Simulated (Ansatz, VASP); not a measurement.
Two plane-wave programs on As

Contents of INCAR:

```
SYSTEM = As
PREC = Accurate
ENCUT = 520
EDIFF = 1E-6
ISMEAR = 0
SIGMA = 0.15
LREAL = .FALSE.
LASPH = .TRUE.
NELM = 60
ALGO = Normal
ISIF = 2
LWAVE = .FALSE.
LCHARG = .FALSE.
GGA = PS
NBANDS = 12
```

KPOINTS

```
Automatic mesh
0
G
  18 18 18
  0 0 0
```

File POSCAR:

```
As
1.0
    1.8797494575      1.0852738553      3.3811969000
   -1.8797494575      1.0852738553      3.3811969000
    0.0000000000     -2.1705477106      3.3811969000
As
2
Direct
    0.2275400000      0.2275400000      0.2275400000
    0.7724600000      0.7724600000      0.7724600000
```

Input for Ansatz:

```yaml
crystal:
  lattice:
    - [1.8797494575, 1.0852738553, 3.3811969]
    - [-1.8797494575, 1.0852738553, 3.3811969]
    - [0.0, -2.1705477106, 3.3811969]
  atoms:
    - { symbol: As, position: [0.22754, 0.22754, 0.22754] }
    - { symbol: As, position: [0.77246, 0.77246, 0.77246] }
basis:
  ecutwfc: 420
kpoints:
  mp_grid: { grid: [18, 18, 18] }
hamiltonian:
  xc: pbesol
scf:
  occupations: { method: gaussian, width: 0.15 }
output:
  forces: true
  stress: true
  eigenvalues: true
```

Change from the starting cell: strain +0.000 along x and y, -0.030 along z, atoms carried along.

Alike in both runs: task single point; functional PBEsol; k mesh 18 × 18 × 18; occupations gaussian, width 0.15 eV; no spin polarisation.

|  | VASP | Ansatz |
| --- | --- | --- |
| version | VASP 6.6.1 | Ansatz 0.2.0 |
| potentials or method | VASP PAW PBE potentials, release 64 (As), cutoff 520 eV | scalar-relativistic, plane waves, PAW |
| valence electrons in the cell | 10 | 30 |

VASP gave:

```
gap on the k mesh at the Fermi level (eV)                     : none
pressure (GPa)                                                : 2.6
traceless stress, the component that is largest in VASP (GPa) : -0.20
rms of the force components (eV/Å)                            : 0.293
```

Q: Estimate Ansatz's values.

A: gap on the k mesh at the Fermi level (eV): none; pressure (GPa): 2.1; traceless stress, the component that is largest in VASP (GPa): -0.07; rms of the force components (eV/Å): 0.255.

VASP's potentials were made for PBE, not for PBEsol. Atom by atom the forces differ by 0.039 eV/Å (rms over components). A gap of «none» marks a metal or a gap that the smearing closes. With one functional, cell and mesh, what is left measures potentials, basis and numerics. VASP's potentials hold 10 valence electrons a cell and Ansatz's 30, so a difference there can come from the potentials and not from the codes.
